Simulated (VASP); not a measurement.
# Nb (Im-3m) in VASP: a series of runs

The runs below take Nb through single point, with BLYP.

Everything below comes from runs of VASP 6.6.1. Logs are shortened: lines on timing, memory, paths and dates and some standing lists are left out, and cuts for length are marked.

**1. The cell of the first run**

Symmetry: Im-3m, No. 229, cubic system. The conventional cell has a = 3.212 Å, b = 3.212 Å, c = 3.212 Å, α = 90.00°, β = 90.00°, γ = 90.00°. Nb (site symmetry m-3m) has 14 Nb at 2.78 to 3.21 Å within 3.7 Å.

**2. Single point, BLYP (volume scaled by 0.88)**

Contents of INCAR:

```
AGGAC = 1.0
AGGAX = 1.0
ALDAC = 0.0
ALDAX = 1.0
ALGO = Normal
EDIFF = 1E-7
ENCUT = 520
GGA = B5
ISIF = 2
ISMEAR = -1
LASPH = True
LCHARG = False
LREAL = False
LWAVE = False
NBANDS = 12
NELM = 60
PREC = Accurate
SIGMA = 0.1
```

Contents of KPOINTS:

```
k-points
0
Gamma
  22 22 22
```

Contents of POSCAR:

```
Nb
1.0
   -1.6058647377      1.6058647377      1.6058647377
    1.6058647377     -1.6058647377      1.6058647377
    1.6058647377      1.6058647377     -1.6058647377
Nb
1
Direct
    0.0000000000      0.0000000000      0.0000000000
```

Potentials or basis: VASP PAW PBE potentials, release 64 (Nb_sv).

Launch:

```sh
cat potpaw_PBE.64/Nb_sv/POTCAR > POTCAR
mpirun -np 1 vasp_std > vasp.out
```

OUTCAR:

```text
EDIFF = 1E-7
   ENCUT = 520
   GGA = B5
   ISIF = 2
   ISMEAR = -1
   LASPH = True
   LREAL = False
   NELM = 60
   PREC = Accurate

 ion  position               nearest neighbor table
   1  0.000  0.000  0.000-

  LATTYP: Found a body centered cubic cell.
 ALAT       =     3.2117294754

  Lattice vectors:

 A1 = (  -1.6058647377,   1.6058647377,   1.6058647377)
 A2 = (   1.6058647377,  -1.6058647377,   1.6058647377)
 A3 = (   1.6058647377,   1.6058647377,  -1.6058647377)

Analysis of symmetry for initial positions (statically):
=====================================================================
 Subroutine PRICEL returns:
 Original cell was already a primitive cell.

 Routine SETGRP: Setting up the symmetry group for a
 body centered cubic supercell.

 Subroutine GETGRP returns: Found 48 space group operations
 (whereof 48 operations were pure point group operations)
 out of a pool of 48 trial point group operations.

The static configuration has the point symmetry O_h .

Analysis of symmetry for dynamics (positions and initial velocities):
=====================================================================
 Subroutine PRICEL returns:
 Original cell was already a primitive cell.

 Routine SETGRP: Setting up the symmetry group for a
 body centered cubic supercell.

 Subroutine GETGRP returns: Found 48 space group operations
 (whereof 48 operations were pure point group operations)
 out of a pool of 48 trial point group operations.

The dynamic configuration has the point symmetry O_h .

 Subroutine INISYM returns: Found 48 space group operations
 (whereof 48 operations are pure point group operations),
 and found     1 'primitive' translations

----------------------------------------------------------------------------------------

                                     Primitive cell

  volume of cell :      16.5648

  direct lattice vectors                    reciprocal lattice vectors
    -1.605864738  1.605864738  1.605864738     0.000000000  0.311358727  0.311358727
     1.605864738 -1.605864738  1.605864738     0.311358727  0.000000000  0.311358727
     1.605864738  1.605864738 -1.605864738     0.311358727  0.311358727  0.000000000

  length of vectors
     2.781439316  2.781439316  2.781439316     0.440327734  0.440327734  0.440327734

  position of ions in fractional coordinates (direct lattice)
     0.000000000  0.000000000  0.000000000

  ion indices of the primitive-cell ions
   primitive index   ion index
                 1           1

----------------------------------------------------------------------------------------

 KPOINTS: k-points

Automatic generation of k-mesh.
 Grid dimensions read from file:
 generate k-points for:   22   22   22

 Generating k-lattice:

  Cartesian coordinates                     Fractional coordinates (reciprocal lattice)
     0.000000000  0.014152669  0.014152669     0.045454545  0.000000000  0.000000000
     0.014152669  0.000000000  0.014152669     0.000000000  0.045454545  0.000000000
     0.014152669  0.014152669  0.000000000     0.000000000  0.000000000  0.045454545

  Length of vectors
     0.020014897  0.020014897  0.020014897

  Shift w.r.t. Gamma in fractional coordinates (k-lattice)
     0.000000000  0.000000000  0.000000000

 Subroutine IBZKPT returns following result:
 ===========================================

 Found    328 irreducible k-points:

 Following reciprocal coordinates:
            Coordinates               Weight
  0.000000  0.000000  0.000000      1.000000
  0.045455  0.000000  0.000000     12.000000
  0.090909  0.000000  0.000000     12.000000
  0.136364  0.000000  0.000000     12.000000
  0.181818  0.000000  0.000000     12.000000
  0.227273  0.000000  0.000000     12.000000
[... 16 lines left out ...]
  0.090909  0.090909  0.000000     24.000000
  0.136364  0.090909  0.000000     48.000000
 [... further k-points ...]
   k-points           NKPTS =    328   k-points in BZ     NKDIM =    328   number of bands    NBANDS=     12
   number of dos      NEDOS =    301   number of ions     NIONS =      1
   total plane-waves  NPLWV =  13824
   dimension x,y,z NGX =    24 NGY =   24 NGZ =   24
   dimension x,y,z NGXF=    48 NGYF=   48 NGZF=   48
   ions per type =               1
   NGX,Y,Z   is equivalent  to a cutoff of  14.34, 14.34, 14.34 a.u.
   NGXF,Y,Z  is equivalent  to a cutoff of  28.69, 28.69, 28.69 a.u.
 SYSTEM =  unknown system
   PREC   = accura    normal or accurate (medium, high low for compatibility)
   ISTART =      0    job   : 0-new  1-cont  2-samecut
   ICHARG =      2    charge: 1-file 2-atom 10-const
   ISPIN  =      1    spin polarized calculation?
   LNONCOLLINEAR =      F non collinear calculations
   LSORBIT =      F    spin-orbit coupling
   LASPH  =      T    aspherical Exc in radial PAW
   ENCUT  =  520.0 eV  38.22 Ry    6.18 a.u.   5.17  5.17  5.17*2*pi/ulx,y,z
   NELM   =     60;   NELMIN=  2; NELMDL= -5     # of ELM steps
   EDIFF  = 0.1E-06   stopping-criterion for ELM
   LREAL  =      F    real-space projection
   EDIFFG = 0.1E-05   stopping-criterion for IOM
   NSW    =      0    number of steps for IOM
   IBRION =     -1    ionic relax: 0-MD 1-quasi-New 2-CG
   NFREE  =      0    steps in history (QN), initial steepest desc. (CG)
   ISIF   =      2    stress and relaxation
   ISYM   =      2    0-nonsym 1-usesym 2-fastsym
   POTIM  = 0.5000    time-step for ionic-motion
   TEBEG  =    0.0;   TEEND  =   0.0 temperature during run
   PSTRESS=    0.0 pullay stress
   NELECT =      13.0000    total number of electrons
   NUPDOWN=      -1.0000    fix difference up-down
   EMIN   =  10.00;   EMAX   =-10.00  energy-range for DOS
   EFERMI =   0.00;   METHOD = LEGACY
   ISMEAR =    -1;   SIGMA  =   0.10  broadening in eV -4-tet -1-fermi 0-gaus
   EFERMI_NEDOS =   21; number of points for ismear=-14 and -15
   IALGO  =     38    algorithm
   IMIX   =      4    mixing-type and parameters
     AMIX     =   0.40;   BMIX     =  1.00
     AMIX_MAG =   1.60;   BMIX_MAG =  1.00
  volume/ion in A,a.u.               =      16.56       111.78
  Fermi-wavevector in a.u.,A,eV,Ry     =   1.510058  2.853596 31.025031  2.280275
  Thomas-Fermi vector in A             =   2.620298
   LORBIT       =      0    0 simple, 1 ext, 2 COOP (PROOUT), +10 PAW based schemes
   GGA     = B5    functional components
   LHFCALC =     F    Hartree Fock is set to
   AEXX    =    0.0000 exact exchange contribution
   IVDW    =     0    specifies the selected vdW correction
   LEPSILON=     F    determine dielectric tensor
   LRPA    =     F    only Hartree local field effects (RPA)
 non-spin polarized calculation
  energy-cutoff  :      520.00
  volume of cell :       16.56
 maximum number of plane-waves:       466
 NGX is ok and might be reduce to    24
   NGX = 11   NGY = 11   NGZ = 11

 number of electron      12.9999999 magnetization

 Free energy of the ion-electron system (eV)
  ---------------------------------------------------
  ext. energy  EPLUGINS =         0.00000000
  ---------------------------------------------------
  free energy    TOTEN  =        -8.71560079 eV

  energy without entropy =       -8.67096053  energy(sigma->0) =       -8.69328066

 E-fermi :  12.9931     XC(G=0): -12.3071

 val. band max:       12.9925022728   @ k =   0.2727   0.0000   0.0000
 cond. band min:      12.9942655595   @ k =  -0.3636   0.4545   0.1818
 fundamental gap:      0.0017632867
 Fermi energy:        12.9930702982

 k-point     1 :       0.0000    0.0000    0.0000
  band No.  band energies     occupation
      1     -41.2344      2.00000
      2     -16.4369      2.00000
      3     -16.4369      2.00000
      4     -16.4369      2.00000
      5       7.0901      2.00000
      6      13.2035      0.21739
      7      13.2035      0.21739
      8      13.2035      0.21739
      9      16.4116      0.00000
     10      16.4116      0.00000
     11      27.5584      0.00000
     12      27.5584      0.00000

 k-point     2 :       0.0455    0.0000    0.0000
  band No.  band energies     occupation
      1     -41.2276      2.00000
      2     -16.4758      2.00000
      3     -16.4486      2.00000
      4     -16.4373      2.00000
      5       7.1851      2.00000
      6      13.1442      0.36137
      7      13.1918      0.24104
      8      13.2945      0.09355
      9      16.3138      0.00000
     10      16.4107      0.00000
     11      27.6411      0.00000
     12      27.7211      0.00000

 k-point     3 :       0.0909    0.0000    0.0000
  band No.  band energies     occupation
      1     -41.2077      2.00000
      2     -16.5884      2.00000
      3     -16.4823      2.00000
      4     -16.4385      2.00000
      5       7.4604      2.00000
      6      12.9764      1.08304
      7      13.1461      0.35578
      8      13.5655      0.00651
      9      16.0808      0.00000
     10      16.4118      0.00000
     11      27.8628      0.00000
     12      28.1969      0.00000
[... 286 lines left out ...]
 k-point    23 :       0.0909    0.0909    0.0000
  band No.  band energies     occupation
      1     -41.1583      2.00000
      2     -16.8587      2.00000
      3     -16.5339      2.00000
      4     -16.4748      2.00000
      5       8.1277      2.00000
      6      12.6949      1.90347
      7      12.8137      1.71474
      8      14.3481      0.00000
      9      15.6494      0.00000
     10      16.5400      0.00000
     11      28.3932      0.00000
     12      29.2621      0.00000

 k-point    24 :       0.1364    0.0909    0.0000
  band No.  band energies     occupation
      1     -41.1191      2.00000
      2     -17.0585      2.00000
      3     -16.5978      2.00000
      4     -16.4869      2.00000
      5       8.6254      2.00000
      6      12.4311      1.99277
      7      12.6215      1.95248
      8      14.9953      0.00000
      9      15.5064      0.00000
     10      16.6542      0.00000
     11      28.7088      0.00000
     12      29.7028      0.00000

 [... further k-points ...]

------------------------ aborting loop because EDIFF is reached ----------------------------------------

  FORCE on cell =-STRESS in cart. coord.  units (eV):
  Direction    XX          YY          ZZ          XY          YZ          ZX
  --------------------------------------------------------------------------------------
  -------------------------------------------------------------------------------------
  Total        2.6496570      2.6496570      2.6496570      0.0000000      0.0000000      0.0000000
  in kB      256.2792049    256.2792049    256.2792049      0.0000000      0.0000000      0.0000000
  external PRESSURE =     256.2792049 kB  Pullay stress =       0.0000000 kB

 VOLUME and BASIS-vectors are now :
 -----------------------------------------------------------------------------
  energy-cutoff  :      520.00
  volume of cell :       16.56
      direct lattice vectors                 reciprocal lattice vectors
    -1.605864738  1.605864738  1.605864738     0.000000000  0.311358727  0.311358727
     1.605864738 -1.605864738  1.605864738     0.311358727  0.000000000  0.311358727
     1.605864738  1.605864738 -1.605864738     0.311358727  0.311358727  0.000000000

 POSITION                                       TOTAL-FORCE (eV/Angst)
 -----------------------------------------------------------------------------------
      0.00000      0.00000      0.00000        -0.000000     -0.000000      0.000000
 -----------------------------------------------------------------------------------
    total drift:                                0.000000      0.000000     -0.000000

  FREE ENERGIE OF THE ION-ELECTRON SYSTEM (eV)
  ---------------------------------------------------
  free  energy   TOTEN  =        -8.7156007933 eV

  energy  without entropy=       -8.6709605340  energy(sigma->0) =       -8.69328066
```

Run time: 23 s. Hardware: 1 thread of Intel Xeon 6975P-C (Granite Rapids), shared host; peak memory 0.18 GiB.

What came out:

```yaml
Free_energy: -8.7156 eV
Pressure: 25.6 GPa
```

Caveat: the PAW data sets were made with another functional, which shifts forces and pressure a little.

**3. Single point, BLYP (volume scaled by 0.92)**

Contents of INCAR:

```
SYSTEM = Nb
PREC     = Accurate       ! precision mode
ENCUT    = 520            ! plane-wave cutoff, eV
EDIFF    = 1E-6           ! SCF threshold, eV
ISMEAR   = -1             ! smearing method
SIGMA    = 0.1            ! smearing width, eV
LREAL    = .False.        ! projectors in reciprocal space
LASPH    = .True.         ! aspherical terms in the spheres
NELM     = 100            ! most SCF steps
ALGO     = Normal         ! electronic algorithm
ISIF     = 2              ! what is computed and relaxed
LWAVE    = .False.        ! write WAVECAR
LCHARG   = .True.         ! write CHGCAR
GGA      = B5             ! functional
ALDAX    = 1.0          
AGGAX    = 1.0          
AGGAC    = 1.0          
ALDAC    = 0.0          
LELF     = .True.         ! ELF
LVHAR    = .True.       
NBANDS   = 12             ! bands
```

Contents of KPOINTS:

```
regular mesh
0
Gamma
  22 22 22
  0 0 0
```

Contents of POSCAR:

```
Nb
1.0
   -1.6298364022      1.6298364022      1.6298364022
    1.6298364022     -1.6298364022      1.6298364022
    1.6298364022      1.6298364022     -1.6298364022
Nb
1
Direct
    0.0000000000      0.0000000000      0.0000000000
```

Potentials or basis: VASP PAW PBE potentials, release 64 (Nb_sv).

Launch:

```sh
cat potpaw_PBE.64/Nb_sv/POTCAR > POTCAR
mpirun -np 1 vasp_std > vasp.out
```

OUTCAR:

```text
SYSTEM = Nb
   PREC = Accurate
   ENCUT = 520
   EDIFF = 1E-6
   ISMEAR = -1
   LREAL = .False.
   LASPH = .True.
   NELM = 100
   ISIF = 2
   GGA = B5

 ion  position               nearest neighbor table
   1  0.000  0.000  0.000-

  LATTYP: Found a body centered cubic cell.
 ALAT       =     3.2596728044

  Lattice vectors:

 A1 = (  -1.6298364022,   1.6298364022,   1.6298364022)
 A2 = (   1.6298364022,  -1.6298364022,   1.6298364022)
 A3 = (   1.6298364022,   1.6298364022,  -1.6298364022)

Analysis of symmetry for initial positions (statically):
=====================================================================
 Subroutine PRICEL returns:
 Original cell was already a primitive cell.

 Routine SETGRP: Setting up the symmetry group for a
 body centered cubic supercell.

 Subroutine GETGRP returns: Found 48 space group operations
 (whereof 48 operations were pure point group operations)
 out of a pool of 48 trial point group operations.

The static configuration has the point symmetry O_h .

Analysis of symmetry for dynamics (positions and initial velocities):
[... 165 lines left out ...]
  band No.  band energies     occupation
      1     -41.9252      2.00000
      2     -17.2459      2.00000
      3     -17.2459      2.00000
      4     -17.2459      2.00000
      5       6.4839      2.00000
      6      12.5634      0.16384
      7      12.5634      0.16384
      8      12.5634      0.16384
      9      15.6177      0.00000
     10      15.6177      0.00000
     11      26.7809      0.00000
     12      26.7809      0.00000
[... 331 lines left out ...]
 k-point    24 :       0.1364    0.0909   -0.0000
  band No.  band energies     occupation
      1     -41.8281      2.00000
      2     -17.7875      2.00000
      3     -17.3866      2.00000
      4     -17.2891      2.00000
      5       7.9586      2.00000
      6      11.8374      1.98437
      7      12.0153      1.91082
      8      14.2496      0.00000
      9      14.7735      0.00000
     10      15.8420      0.00000
     11      27.8359      0.00000
     12      28.7159      0.00000

 [... further k-points ...]

------------------------ aborting loop because EDIFF is reached ----------------------------------------

  FORCE on cell =-STRESS in cart. coord.  units (eV):
  Direction    XX          YY          ZZ          XY          YZ          ZX
  --------------------------------------------------------------------------------------
  -------------------------------------------------------------------------------------
  Total        1.6743730      1.6743730      1.6743730      0.0000000      0.0000000      0.0000000
  in kB      154.9068958    154.9068958    154.9068958      0.0000000      0.0000000      0.0000000
  external PRESSURE =     154.9068958 kB  Pullay stress =       0.0000000 kB

 VOLUME and BASIS-vectors are now :
 -----------------------------------------------------------------------------
  energy-cutoff  :      520.00
  volume of cell :       17.32
      direct lattice vectors                 reciprocal lattice vectors
    -1.629836402  1.629836402  1.629836402     0.000000000  0.306779257  0.306779257
     1.629836402 -1.629836402  1.629836402     0.306779257  0.000000000  0.306779257
     1.629836402  1.629836402 -1.629836402     0.306779257  0.306779257  0.000000000

 POSITION                                       TOTAL-FORCE (eV/Angst)
 -----------------------------------------------------------------------------------
      0.00000      0.00000      0.00000        -0.000000     -0.000000     -0.000000
 -----------------------------------------------------------------------------------
    total drift:                                0.000000      0.000000      0.000000

  FREE ENERGIE OF THE ION-ELECTRON SYSTEM (eV)
  ---------------------------------------------------
  free  energy   TOTEN  =        -8.8120458635 eV

  energy  without entropy=       -8.7647964380  energy(sigma->0) =       -8.78842115
```

stdout:

```text
POSCAR found type information on POSCAR Nb
 POSCAR found :  1 types and       1 ions
 scaLAPACK will be used
 -----------------------------------------------------------------------------
|                                                                             |
|                                                                             |
|     You enforced a specific xc type in the INCAR file but a different       |
|     I HOPE YOU KNOW WHAT YOU ARE DOING!                                     |
|                                                                             |
 -----------------------------------------------------------------------------

 LDA part: xc-table for (Slater(with rela. corr.)+VWN5), standard interpolation
 POSCAR, INCAR and KPOINTS ok, starting setup
 FFT: planning ... GRIDC
 FFT: planning ... GRID_SOFT
 FFT: planning ... GRID
 WAVECAR not read
 entering main loop
```

It took 23 s on 1 thread of Intel Xeon 6975P-C (Granite Rapids), shared host; peak memory 0.18 GiB.

What came out:

```
Free energy : -8.8120 eV
Pressure    : 15.5 GPa
```

Caveat: the PAW data sets were made with another functional, which shifts forces and pressure a little.

**4. Single point, BLYP (volume scaled by 0.96)**

Contents of INCAR:

```
SYSTEM = Nb
AGGAC = 1.0
AGGAX = 1.0
ALDAC = 0.0
ALDAX = 1.0
ALGO = Normal
EDIFF = 1E-6
ENCUT = 520
GGA = B5
ISIF = 2
ISMEAR = -1
LASPH = .TRUE.
LCHARG = .FALSE.
LREAL = .FALSE.
LWAVE = .FALSE.
NBANDS = 12
NELM = 80
PREC = Accurate
SIGMA = 0.1
```

Contents of KPOINTS:

```
k-points
0
G
  22 22 22
  0 0 0
```

Contents of POSCAR:

```
Nb
1.0
   -1.6531229255      1.6531229255      1.6531229255
    1.6531229255     -1.6531229255      1.6531229255
    1.6531229255      1.6531229255     -1.6531229255
Nb
1
Direct
    0.0000000000      0.0000000000      0.0000000000
```

Launch:

```sh
cat potpaw_PBE.64/Nb_sv/POTCAR > POTCAR
mpirun -np 1 vasp_std > vasp.out
```

It took 23 s on 1 thread of Intel Xeon 6975P-C (Granite Rapids), shared host; peak memory 0.19 GiB.

Results (log left out):

```yaml
Free_energy: -8.8651 eV
Pressure: 7.1 GPa
```

Levels at points of the mesh, in eV from the Fermi level:
```tsv
k point	band 2	band 3	band 4	band 5	band 6	band 7	band 8	band 9	band 10	band 11
(0.00, 0.00, 0.00)	-29.70	-29.70	-29.70	-5.77	0.26	0.26	0.26	3.17	3.17	14.35
(0.50, 0.00, 0.00)	-31.05	-30.13	-29.71	-3.68	-1.72	2.47	3.18	3.85	6.20	11.78
(0.50, 0.50, 0.50)	-30.62	-30.62	-30.62	-3.69	-3.69	5.44	5.44	5.44	9.18	9.18
```

Caveat: the PAW data sets were made with another functional, which shifts forces and pressure a little.

**5. Summary**

| cell | gap on the mesh (eV) | pressure (GPa) |
| --- | --- | --- |
| a = 2.781 Å, angles 109.5°, 1 atom | none | 25.6 |
| a = 2.823 Å, angles 109.5°, 1 atom | none | 15.5 |
| a = 2.863 Å, angles 109.5°, 1 atom | none | 7.1 |

Alike in all rows: task single point; level BLYP; potentials or basis VASP PAW PBE potentials, release 64 (Nb_sv); no spin polarisation; k mesh 22 × 22 × 22; cutoff (eV) 520; smearing fermi-dirac 0.1 eV.

Caveats: the PAW data sets were made with another functional, which shifts forces and pressure a little.

Absolute energies hang on the potentials; compare differences alone.
